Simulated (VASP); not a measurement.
# PbS (P4/mmm) in VASP: further runs, part 2 of 2

VASP 6.6.1.

**3. Single point, PBEsol (strain +0.0500 x Voigt [0, 0, 1, 0, 0, 0])**

INCAR reads:

```
ALGO = Normal
EDIFF = 1E-6
ENCUT = 520
GGA = PS
ISIF = 2
ISMEAR = 0
LASPH = T
LCHARG = F
LREAL = F
LWAVE = F
NBANDS = 17
NELM = 80
PREC = Accurate
SIGMA = 0.15
```

KPOINTS reads:

```
k-points
0
Gamma
  14 14 14
```

POSCAR reads:

```
PbS
1.0
    3.6536590000      0.0000000000      0.0000000000
    0.0000000000      3.6536590000      0.0000000000
    0.0000000000      0.0000000000      3.8363419500
Pb S
1 1
Direct
    0.0000000000      0.0000000000      0.0000000000
    0.5000000000      0.5000000000      0.5000000000
```

Potentials or basis: VASP PAW PBE potentials, release 64 (Pb_d, S).

Command:

```console
cat potpaw_PBE.64/Pb_d/POTCAR potpaw_PBE.64/S/POTCAR > POTCAR
mpirun -np 1 vasp_std > vasp.out
```

OUTCAR:

```text
EDIFF = 1E-6
   ENCUT = 520
   GGA = PS
   ISIF = 2
   ISMEAR = 0
   LASPH = T
   LREAL = F
   NELM = 80
   PREC = Accurate

 ion  position               nearest neighbor table
   1  0.000  0.000  0.000-   2 3.22   2 3.22   2 3.22   2 3.22   2 3.22   2 3.22   2 3.22   2 3.22

   2  0.500  0.500  0.500-   1 3.22   1 3.22   1 3.22   1 3.22   1 3.22   1 3.22   1 3.22   1 3.22

  LATTYP: Found a simple tetragonal cell.
 ALAT       =     3.6536590000
 C/A-ratio  =     1.0500000000

  Lattice vectors:

 A1 = (   3.6536590000,   0.0000000000,   0.0000000000)
 A2 = (   0.0000000000,   3.6536590000,   0.0000000000)
 A3 = (   0.0000000000,   0.0000000000,   3.8363419500)

Analysis of symmetry for initial positions (statically):
=====================================================================
 Subroutine PRICEL returns:
 Original cell was already a primitive cell.

 Routine SETGRP: Setting up the symmetry group for a
 simple tetragonal supercell.

 Subroutine GETGRP returns: Found 16 space group operations
 (whereof 16 operations were pure point group operations)
 out of a pool of 16 trial point group operations.

The static configuration has the point symmetry D_4h.

Analysis of symmetry for dynamics (positions and initial velocities):
=====================================================================
 Subroutine PRICEL returns:
 Original cell was already a primitive cell.

 Routine SETGRP: Setting up the symmetry group for a
 simple tetragonal supercell.

 Subroutine GETGRP returns: Found 16 space group operations
 (whereof 16 operations were pure point group operations)
 out of a pool of 16 trial point group operations.

The dynamic configuration has the point symmetry D_4h.

 Subroutine INISYM returns: Found 16 space group operations
 (whereof 16 operations are pure point group operations),
 and found     1 'primitive' translations

----------------------------------------------------------------------------------------

[... 111 lines left out ...]
     AMIX     =   0.40;   BMIX     =  1.00
     AMIX_MAG =   1.60;   BMIX_MAG =  1.00
  volume/ion in A,a.u.               =      25.61       172.80
  Fermi-wavevector in a.u.,A,eV,Ry     =   1.196631  2.261305 19.482545  1.431927
  Thomas-Fermi vector in A             =   2.332567
   LORBIT       =      0    0 simple, 1 ext, 2 COOP (PROOUT), +10 PAW based schemes
   GGA     = PS    functional components
   LHFCALC =     F    Hartree Fock is set to
   AEXX    =    0.0000 exact exchange contribution
   IVDW    =     0    specifies the selected vdW correction
   LEPSILON=     F    determine dielectric tensor
   LRPA    =     F    only Hartree local field effects (RPA)
 non-spin polarized calculation
 Gauss-broadening in eV      SIGMA  =   0.15
  energy-cutoff  :      520.00
  volume of cell :       51.21
 maximum number of plane-waves:      1404
 NGX is ok and might be reduce to    28
   NGX = 13   NGY = 13   NGZ = 15

 number of electron      19.9999998 magnetization

 Free energy of the ion-electron system (eV)
  ---------------------------------------------------
  ext. energy  EPLUGINS =         0.00000000
  ---------------------------------------------------
  free energy    TOTEN  =        -8.90400743 eV

  energy without entropy =       -8.89761235  energy(sigma->0) =       -8.90080989

 E-fermi :   5.3959     XC(G=0): -10.1225

 val. band max:        5.3675607035   @ k =   0.2143   0.1429   0.1429
 cond. band min:       5.4073564761   @ k =   0.1429   0.1429   0.2143
 fundamental gap:      0.0397957726
 Fermi energy:         5.3958941770

 k-point     1 :       0.0000    0.0000    0.0000
  band No.  band energies     occupation
      1     -11.4182      2.00000
      2     -11.3688      2.00000
      3     -11.2071      2.00000
      4     -11.2056      2.00000
      5     -11.2056      2.00000
      6      -7.3806      2.00000
[... 457 lines left out ...]
      4     -11.2503      2.00000
      5     -11.2226      2.00000
      6      -6.1861      2.00000
[... 9 lines left out ...]
     16      15.5312      0.00000
     17      16.8994      0.00000

 [... further k-points ...]

------------------------ aborting loop because EDIFF is reached ----------------------------------------

  FORCE on cell =-STRESS in cart. coord.  units (eV):
  Direction    XX          YY          ZZ          XY          YZ          ZX
  --------------------------------------------------------------------------------------
  -------------------------------------------------------------------------------------
  Total       -1.3658914     -1.3658914     -2.5948299      0.0000000     -0.0000000     -0.0000000
  in kB      -42.7320198    -42.7320198    -81.1794574      0.0000000     -0.0000000     -0.0000000
  external PRESSURE =     -55.5478324 kB  Pullay stress =       0.0000000 kB

 VOLUME and BASIS-vectors are now :
 -----------------------------------------------------------------------------
  energy-cutoff  :      520.00
  volume of cell :       51.21
      direct lattice vectors                 reciprocal lattice vectors
     3.653659000  0.000000000  0.000000000     0.273698230  0.000000000  0.000000000
     0.000000000  3.653659000  0.000000000     0.000000000  0.273698230  0.000000000
     0.000000000  0.000000000  3.836341950     0.000000000  0.000000000  0.260664981

 POSITION                                       TOTAL-FORCE (eV/Angst)
 -----------------------------------------------------------------------------------
      0.00000      0.00000      0.00000         0.000000      0.000000      0.000000
      1.82683      1.82683      1.91817         0.000000      0.000000      0.000000
 -----------------------------------------------------------------------------------
    total drift:                               -0.000000      0.000000      0.000000

  FREE ENERGIE OF THE ION-ELECTRON SYSTEM (eV)
  ---------------------------------------------------
  free  energy   TOTEN  =        -8.9040074298 eV

  energy  without entropy=       -8.8976123537  energy(sigma->0) =       -8.90080989
```

OSZICAR:

```text
N       E                     dE             d eps       ncg     rms          rms(c)
DAV:   1     0.156904505197E+03    0.15690E+03   -0.96647E+03  9832   0.123E+03
DAV:   2     0.234263715846E+01   -0.15456E+03   -0.14895E+03 10437   0.317E+02
DAV:   3    -0.923365266388E+01   -0.11576E+02   -0.11345E+02 12964   0.902E+01
DAV:   4    -0.951587442276E+01   -0.28222E+00   -0.28193E+00 12379   0.151E+01
DAV:   5    -0.952564850080E+01   -0.97741E-02   -0.97734E-02 14200   0.279E+00    0.384E+00
DAV:   6    -0.891757525124E+01    0.60807E+00   -0.16954E+00 15080   0.871E+00    0.262E+00
DAV:   7    -0.891034701232E+01    0.72282E-02   -0.11707E-01 11147   0.172E+00    0.155E+00
DAV:   8    -0.890503431283E+01    0.53127E-02   -0.24236E-02 11138   0.122E+00    0.351E-01
DAV:   9    -0.890397229018E+01    0.10620E-02   -0.62592E-03 13967   0.460E-01    0.119E-01
DAV:  10    -0.890407910425E+01   -0.10681E-03   -0.81827E-04 12901   0.209E-01    0.110E-01
DAV:  11    -0.890400851644E+01    0.70588E-04   -0.25560E-04 13772   0.990E-02    0.146E-02
DAV:  12    -0.890400749969E+01    0.10168E-05   -0.15793E-05 10858   0.241E-02    0.689E-03
DAV:  13    -0.890400742979E+01    0.69899E-07   -0.86933E-07  7295   0.633E-03
   1 F= -.89040074E+01 E0= -.89008099E+01  d E =-.639508E-02
```

stdout:

```text
POSCAR found type information on POSCAR PbS
 POSCAR found :  2 types and       2 ions
 scaLAPACK will be used
 -----------------------------------------------------------------------------
|                                                                             |
|                                                                             |
|     You enforced a specific xc type in the INCAR file but a different       |
|     I HOPE YOU KNOW WHAT YOU ARE DOING!                                     |
|                                                                             |
 -----------------------------------------------------------------------------

 LDA part: xc-table for (Slater+PW92), standard interpolation
 POSCAR, INCAR and KPOINTS ok, starting setup
 FFT: planning ... GRIDC
 FFT: planning ... GRID_SOFT
 FFT: planning ... GRID
 WAVECAR not read
 entering main loop
```

Wall time 4.2 min (1 thread of Intel Xeon 8259CL, shared host); peak memory 0.35 GiB.

What came out:

* Free energy: -8.9040 eV
* Pressure: -5.6 GPa
* Band gap on the k mesh: zero (bands 10 and 11 overlap by 0.53 eV)

Stress tensor (GPa, compression positive):
```
-4.27  0.00  0.00
 0.00 -4.27  0.00
 0.00  0.00 -8.12
```

Caveat: the cell differs from its parent crystal (strain +0.0500 x Voigt [0, 0, 1, 0, 0, 0]); the cell stands under tension; semilocal functionals underestimate gaps, and a narrow one can read as zero; the PAW data sets were made with another functional, which shifts forces and pressure a little; spin-orbit coupling is left out, which moves the levels of the heavy elements.

The gap in the log of VASP goes by the Fermi energy; the results here count the filled bands.